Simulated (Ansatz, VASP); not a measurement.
Two plane-wave programs on Sr2SO

File INCAR:

```
PREC     = Accurate       # precision mode
ENCUT    = 520            # plane-wave cutoff, eV
EDIFF    = 1E-6           # SCF threshold, eV
ISMEAR   = -1             # smearing method
SIGMA    = 0.05           # smearing width, eV
LREAL    = False          # projectors in reciprocal space
LASPH    = True           # aspherical terms in the spheres
NELM     = 80             # most SCF steps
ALGO     = Normal         # electronic algorithm
ISIF     = 2              # what is computed and relaxed
LWAVE    = False          # write WAVECAR
LCHARG   = False          # write CHGCAR
GGA      = PS             # functional
NBANDS   = 24             # bands
```

File KPOINTS:

```
regular mesh
0
Gamma
  4 4 3
```

POSCAR

```
Sr2SO
1.0
    4.0432370000      0.0000000000      0.0000000000
    0.0000000000      4.0432370000      0.0000000000
    0.0000000000      0.0000000000      5.7180000000
Sr S O
2 1 1
Direct
    0.5000000000      0.5000000000      0.5000000000
    0.0000000000      0.0000000000      0.0000000000
    0.0000000000      0.0000000000      0.5000000000
    0.5000000000      0.5000000000      0.0000000000
```

input.yaml

```yaml
crystal:
  lattice:
    - [4.043237, 0.0, 0.0]
    - [0.0, 4.043237, 0.0]
    - [0.0, 0.0, 5.718]
  atoms:
    - { symbol: Sr, position: [0.5, 0.5, 0.5] }
    - { symbol: Sr, position: [0.0, 0.0, 0.0] }
    - { symbol: S, position: [0.0, 0.0, 0.5] }
    - { symbol: O, position: [0.5, 0.5, 0.0] }
hamiltonian:
  xc: pbesol
  pseudopotentials: { kind: paw }
kpoints:
  mp_grid: { grid: [4, 4, 3] }
scf:
  occupations: { method: fermi_dirac, width: 0.05 }
  n_extra_bands: 10
output:
  forces: true
  stress: true
  eigenvalues: true
  dos: { projected: true, de: 0.05, nscf_kmesh: { grid: [6, 6, 5] } }
  write_density: true
  write_potential: true
  elf: true
  volumetric_format: npy
```

Alike in both runs: functional PBEsol; k mesh 4 × 4 × 3; occupations fermi-dirac, width 0.05 eV; no spin polarisation.

```csv
,VASP,Ansatz
version,VASP 6.6.1,Ansatz 0.2.0
potentials or method,"VASP PAW PBE potentials, release 64 (Sr_sv, S, O)",Ansatz PAW
plane-wave cutoff (eV),520,420
valence electrons in the cell,32,32
task,single point,projected density of states
```

Ansatz gave:

```
gap on the k mesh at the Fermi level (eV)                     : 2.14
least direct gap on the mesh (eV)                             : 2.14
pressure (GPa)                                                : -2.6
traceless stress, the component that is largest in VASP (GPa) : 0.10
```

Question: Estimate VASP's values.

Answer: gap on the k mesh at the Fermi level (eV): 2.12; least direct gap on the mesh (eV): 2.12; pressure (GPa): -2.4; traceless stress, the component that is largest in VASP (GPa): 0.10.

VASP's potentials were made for PBE, not for PBEsol. With one functional, cell and mesh, what is left measures potentials, basis and numerics.

Noted on Ansatz's run: odd divisions of the mesh miss points on the zone boundary, where band edges often lie, so the gap on the mesh can be too wide.
